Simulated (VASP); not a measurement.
# HfB2 (P6/mmm) in VASP: relaxation of cell and atoms with PBEsol

Aim: the relaxation of cell and atoms of HfB2 with PBEsol.

Program: VASP 6.6.1. These are calculated values, not measurements. Logs are shortened: lines on timing, memory, paths and dates and some standing lists are left out, and cuts for length are marked.

### 1 The cell of the first run

The structure is hexagonal, space group P6/mmm (No. 191). The conventional cell has a = 3.127 Å, b = 3.127 Å, c = 3.447 Å, α = 90.00°, β = 90.00°, γ = 120.00°. Hf (site symmetry 6/mmm) has 12 B at 2.50 Å and 6 Hf at 3.13 Å within 3.3 Å. B (site symmetry -6m2) has 3 B at 1.81 Å within 2.4 Å.

### 2 Relaxation of cell and atoms, PBEsol

Input file INCAR:

```
SYSTEM = HfB2
PREC = Accurate
ENCUT = 600
EDIFF = 1E-6
ISMEAR = -1
SIGMA = 0.15
LREAL = .False.
LASPH = .True.
NELM = 100
ALGO = Normal
ISIF = 3
LWAVE = .False.
LCHARG = .False.
GGA = PS
IBRION = 2
NSW = 80
EDIFFG = -0.001
```

Input file KPOINTS:

```
Automatic mesh
0
Gamma
  15 15 12
  0 0 0
```

Input file POSCAR:

```
HfB2
1.0
    3.1274219639      0.0000000000      0.0000000000
   -1.5637109819      2.7084268691      0.0000000000
    0.0000000000      0.0000000000      3.4471417754
Hf B
1 2
Direct
    0.0000000000      0.0000000000      0.0000000000
    0.3333333333      0.6666666667      0.5000000000
    0.6666666667      0.3333333333      0.5000000000
```

Potentials or basis: VASP PAW PBE potentials, release 64 (Hf_pv, B).

Command:

```
$ cat potpaw_PBE.64/Hf_pv/POTCAR potpaw_PBE.64/B/POTCAR > POTCAR
$ mpirun -np 1 vasp_std > vasp.out
```

OUTCAR:

```text
SYSTEM = HfB2
   PREC = Accurate
   ENCUT = 600
   EDIFF = 1E-6
   ISMEAR = -1
   LREAL = .False.
   LASPH = .True.
   NELM = 100
   ISIF = 3
   GGA = PS
   IBRION = 2
   NSW = 80
   EDIFFG = -0.001

 ion  position               nearest neighbor table
   1  0.000  0.000  0.000-   2 2.50   3 2.50   2 2.50   3 2.50   2 2.50   2 2.50   3 2.50   3 2.50
                             3 2.50   3 2.50   2 2.50   2 2.50
   2  0.333  0.667  0.500-   3 1.81   3 1.81   3 1.81   1 2.50   1 2.50   1 2.50   1 2.50   1 2.50
                             1 2.50
   3  0.667  0.333  0.500-   2 1.81   2 1.81   2 1.81   1 2.50   1 2.50   1 2.50   1 2.50   1 2.50
                             1 2.50

  LATTYP: Found a hexagonal cell.
 ALAT       =     3.1274219639
 C/A-ratio  =     1.1022311077

  Lattice vectors:

 A1 = (   3.1274219639,   0.0000000000,   0.0000000000)
 A2 = (  -1.5637109819,   2.7084268691,   0.0000000000)
 A3 = (   0.0000000000,   0.0000000000,   3.4471417754)

Analysis of symmetry for initial positions (statically):
=====================================================================
 Subroutine PRICEL returns:
 Original cell was already a primitive cell.

 Routine SETGRP: Setting up the symmetry group for a
 hexagonal supercell.

 Subroutine GETGRP returns: Found 24 space group operations
 (whereof 24 operations were pure point group operations)
 out of a pool of 24 trial point group operations.

The static configuration has the point symmetry D_6h.

Analysis of symmetry for dynamics (positions and initial velocities):
=====================================================================
 Subroutine PRICEL returns:
 Original cell was already a primitive cell.

 Routine SETGRP: Setting up the symmetry group for a
 hexagonal supercell.

 Subroutine GETGRP returns: Found 24 space group operations
 (whereof 24 operations were pure point group operations)
 out of a pool of 24 trial point group operations.

The dynamic configuration has the point symmetry D_6h.

 Subroutine INISYM returns: Found 24 space group operations
 (whereof 24 operations are pure point group operations),
 and found     1 'primitive' translations

----------------------------------------------------------------------------------------

                                     Primitive cell

  volume of cell :      29.1986

  direct lattice vectors                    reciprocal lattice vectors
     3.127421964  0.000000000  0.000000000     0.319752183  0.184609009  0.000000000
    -1.563710982  2.708426869  0.000000000     0.000000000  0.369218018  0.000000000
     0.000000000  0.000000000  3.447141775     0.000000000  0.000000000  0.290095408

  length of vectors
     3.127421964  3.127421964  3.447141775     0.369218018  0.369218018  0.290095408

  position of ions in fractional coordinates (direct lattice)
     0.000000000  0.000000000  0.000000000
     0.333333333  0.666666667  0.500000000
     0.666666667  0.333333333  0.500000000

  ion indices of the primitive-cell ions
   primitive index   ion index
                 1           1
                 2           2
                 3           3

----------------------------------------------------------------------------------------

 KPOINTS: Automatic mesh

Automatic generation of k-mesh.
 Grid dimensions read from file:
 generate k-points for:   15   15   12

 Generating k-lattice:

  Cartesian coordinates                     Fractional coordinates (reciprocal lattice)
     0.021316812  0.012307267  0.000000000     0.066666667  0.000000000  0.000000000
     0.000000000  0.024614535  0.000000000     0.000000000  0.066666667  0.000000000
     0.000000000  0.000000000  0.024174617     0.000000000  0.000000000  0.083333333

  Length of vectors
     0.024614535  0.024614535  0.024174617

  Shift w.r.t. Gamma in fractional coordinates (k-lattice)
     0.000000000  0.000000000  0.000000000

 Subroutine IBZKPT returns following result:
 ===========================================

 Found    189 irreducible k-points:

 Following reciprocal coordinates:
            Coordinates               Weight
  0.000000  0.000000  0.000000      1.000000
  0.066667 -0.000000  0.000000      6.000000
  0.133333  0.000000  0.000000      6.000000
  0.200000  0.000000  0.000000      6.000000
  0.266667  0.000000  0.000000      6.000000
  0.333333  0.000000  0.000000      6.000000
[... 16 lines left out ...]
  0.333333  0.200000  0.000000     12.000000
  0.400000  0.200000  0.000000      6.000000
 [... further k-points ...]
   k-points           NKPTS =    189   k-points in BZ     NKDIM =    189   number of bands    NBANDS=     12
   number of dos      NEDOS =    301   number of ions     NIONS =      3
   total plane-waves  NPLWV =  21952
   dimension x,y,z NGX =    28 NGY =   28 NGZ =   28
   dimension x,y,z NGXF=    56 NGYF=   56 NGZF=   56
   ions per type =               1   2
   NGX,Y,Z   is equivalent  to a cutoff of  14.88, 14.88, 13.50 a.u.
   NGXF,Y,Z  is equivalent  to a cutoff of  29.77, 29.77, 27.01 a.u.
 SYSTEM =  HfB2
   PREC   = accura    normal or accurate (medium, high low for compatibility)
   ISTART =      0    job   : 0-new  1-cont  2-samecut
   ICHARG =      2    charge: 1-file 2-atom 10-const
   ISPIN  =      1    spin polarized calculation?
   LNONCOLLINEAR =      F non collinear calculations
   LSORBIT =      F    spin-orbit coupling
   LASPH  =      T    aspherical Exc in radial PAW
   ENCUT  =  600.0 eV  44.10 Ry    6.64 a.u.   6.25  6.25  6.88*2*pi/ulx,y,z
   NELM   =    100;   NELMIN=  2; NELMDL= -5     # of ELM steps
   EDIFF  = 0.1E-05   stopping-criterion for ELM
   LREAL  =      F    real-space projection
   EDIFFG = -.1E-02   stopping-criterion for IOM
   NSW    =     80    number of steps for IOM
   IBRION =      2    ionic relax: 0-MD 1-quasi-New 2-CG
   NFREE  =      1    steps in history (QN), initial steepest desc. (CG)
   ISIF   =      3    stress and relaxation
   ISYM   =      2    0-nonsym 1-usesym 2-fastsym
   POTIM  = 0.5000    time-step for ionic-motion
   TEBEG  =    0.0;   TEEND  =   0.0 temperature during run
   PSTRESS=    0.0 pullay stress
   NELECT =      16.0000    total number of electrons
   NUPDOWN=      -1.0000    fix difference up-down
   EMIN   =  10.00;   EMAX   =-10.00  energy-range for DOS
   EFERMI =   0.00;   METHOD = LEGACY
   ISMEAR =    -1;   SIGMA  =   0.15  broadening in eV -4-tet -1-fermi 0-gaus
   EFERMI_NEDOS =   21; number of points for ismear=-14 and -15
   IALGO  =     38    algorithm
   IMIX   =      4    mixing-type and parameters
     AMIX     =   0.40;   BMIX     =  1.00
     AMIX_MAG =   1.60;   BMIX_MAG =  1.00
  volume/ion in A,a.u.               =       9.73        65.68
  Fermi-wavevector in a.u.,A,eV,Ry     =   1.339658  2.531586 24.418149  1.794683
  Thomas-Fermi vector in A             =   2.468032
   LORBIT       =      0    0 simple, 1 ext, 2 COOP (PROOUT), +10 PAW based schemes
   GGA     = PS    functional components
   LHFCALC =     F    Hartree Fock is set to
   AEXX    =    0.0000 exact exchange contribution
   IVDW    =     0    specifies the selected vdW correction
   LEPSILON=     F    determine dielectric tensor
   LRPA    =     F    only Hartree local field effects (RPA)
 conjugate gradient relaxation of ions
 non-spin polarized calculation
  energy-cutoff  :      600.00
  volume of cell :       29.20
 maximum number of plane-waves:       997
 NGX is ok and might be reduce to    28
   NGX = 13   NGY = 13   NGZ = 13

--------------------------------------- Ionic step        1  -------------------------------------------

 number of electron      16.0000001 magnetization

 Free energy of the ion-electron system (eV)
  ---------------------------------------------------
  ext. energy  EPLUGINS =         0.00000000
  ---------------------------------------------------
  free energy    TOTEN  =       -27.87686228 eV

  energy without entropy =      -27.85727512  energy(sigma->0) =      -27.86706870

------------------------ aborting loop because EDIFF is reached ----------------------------------------

  FORCE on cell =-STRESS in cart. coord.  units (eV):
  Direction    XX          YY          ZZ          XY          YZ          ZX
  --------------------------------------------------------------------------------------
  -------------------------------------------------------------------------------------
  Total       -0.0166547     -0.0166547      0.0114375     -0.0000000     -0.0000000      0.0000000
  in kB       -0.9138723     -0.9138723      0.6275961     -0.0000000     -0.0000000      0.0000000
  external PRESSURE =      -0.4000495 kB  Pullay stress =       0.0000000 kB
[... 92 lines left out ...]
  FREE ENERGIE OF THE ION-ELECTRON SYSTEM (eV)
  ---------------------------------------------------
  free  energy   TOTEN  =       -27.8768667874 eV

  energy  without entropy=      -27.8572931219  energy(sigma->0) =      -27.86707995

[... ionic steps 4 to 13 ...]

--------------------------------------- Ionic step       14  -------------------------------------------

 number of electron      16.0000001 magnetization

------------------------ aborting loop because EDIFF is reached ----------------------------------------

  FORCE on cell =-STRESS in cart. coord.  units (eV):
  Direction    XX          YY          ZZ          XY          YZ          ZX
  --------------------------------------------------------------------------------------
  -------------------------------------------------------------------------------------
  Total        0.0067336      0.0067336      0.0013600      0.0000000      0.0000000      0.0000000
  in kB        0.3695549      0.3695549      0.0746406      0.0000000      0.0000000      0.0000000
  external PRESSURE =       0.2712502 kB  Pullay stress =       0.0000000 kB
[... 59 lines left out ...]
  energy  without entropy=      -27.8572943643  energy(sigma->0) =      -27.86708067

--------------------------------------- Ionic step       16  -------------------------------------------

 number of electron      16.0000001 magnetization

 Free energy of the ion-electron system (eV)
  ---------------------------------------------------
  ext. energy  EPLUGINS =         0.00000000
  ---------------------------------------------------
  free energy    TOTEN  =       -27.87686694 eV

  energy without entropy =      -27.85729423  energy(sigma->0) =      -27.86708059

 E-fermi :   7.6848     XC(G=0): -12.7649

 val. band max:        7.6222389181   @ k =   0.0667   0.0667   0.5000
 cond. band min:       7.6965540953   @ k =   0.4000   0.1333   0.0000
 fundamental gap:      0.0743151773
 Fermi energy:         7.6848496998

 k-point     1 :       0.0000    0.0000    0.0000
  band No.  band energies     occupation
      1     -22.8208      2.00000
      2     -22.3000      2.00000
      3     -22.3000      2.00000
      4      -6.1304      2.00000
      5       4.6281      2.00000
      6       4.7293      2.00000
      7       4.7293      2.00000
      8       4.9920      2.00000
      9      11.7692      0.00000
     10      11.7692      0.00000
     11      12.4954      0.00000
     12      12.4954      0.00000
[... 331 lines left out ...]
 k-point    24 :       0.4000    0.2000    0.0000
  band No.  band energies     occupation
      1     -23.0122      2.00000
      2     -22.6685      2.00000
      3     -22.6676      2.00000
      4      -1.4660      2.00000
      5      -1.0562      2.00000
      6       1.5689      2.00000
      7       4.0909      2.00000
      8       6.6340      1.99819
      9       7.4308      1.68938
     10      10.7157      0.00000
     11      12.3682      0.00000
     12      14.7164      0.00000

 [... further k-points ...]

------------------------ aborting loop because EDIFF is reached ----------------------------------------

  FORCE on cell =-STRESS in cart. coord.  units (eV):
  Direction    XX          YY          ZZ          XY          YZ          ZX
  --------------------------------------------------------------------------------------
  -------------------------------------------------------------------------------------
  Total        0.0020916      0.0020916      0.0015444      0.0000000     -0.0000000      0.0000000
  in kB        0.1147895      0.1147895      0.0847571      0.0000000     -0.0000000      0.0000000
  external PRESSURE =       0.1047787 kB  Pullay stress =       0.0000000 kB
[... 18 lines left out ...]
  FREE ENERGIE OF THE ION-ELECTRON SYSTEM (eV)
  ---------------------------------------------------
  free  energy   TOTEN  =       -27.8768669403 eV

  energy  without entropy=      -27.8572942313  energy(sigma->0) =      -27.86708059

 reached required accuracy - stopping structural energy minimisation
```

Run time: 4.7 min. Hardware: 1 thread of Intel Xeon 8259CL, shared host; peak memory 0.24 GiB.

Results:

```yaml
Free_energy: -27.8769 eV
Relaxed_volume: 9.73 Å³/atom
Relaxed_cell: a = 3.127 Å, b = 3.127 Å, c = 3.448 Å, α = 90.00°, β = 90.00°, γ = 120.00°
Space_group_after_relaxing_to_0.1_Å: P6/mmm (No. 191)
Energy_gained_by_relaxing: 0.0 meV/atom
Ionic_steps: 16
Pressure_after_relaxing: 0.0 GPa
Band_gap_on_the_k_mesh: zero (bands 8 and 9 overlap by 1.00 eV)
```

Final structure:
```
CELL_PARAMETERS angstrom
3.12682 0.00000 0.00000
-1.56341 2.70790 0.00000
0.00000 0.00000 3.44792
ATOMIC_POSITIONS crystal
Hf 0.00000 0.00000 0.00000
B 0.33333 0.66667 0.50000
B 0.66667 0.33333 0.50000
```

Levels at points of the mesh, in eV from the Fermi level:
| k point | band 4 | band 5 | band 6 | band 7 | band 8 | band 9 | band 10 | band 11 | band 12 |
| --- | --- | --- | --- | --- | --- | --- | --- | --- | --- |
| (0.00, 0.00, 0.00) | -13.82 | -3.06 | -2.96 | -2.96 | -2.69 | 4.08 | 4.08 | 4.81 | 4.81 |
| (0.00, 0.00, 0.50) | -11.28 | -8.43 | -1.18 | -1.18 | 0.25 | 0.25 | 0.99 | 0.99 | 2.35 |

Caveat: the PAW data sets were made with another functional, which shifts forces and pressure a little; spin-orbit coupling is left out, which moves the levels of the heavy elements.

The gap in the log of VASP goes by the Fermi energy; the results here count the filled bands.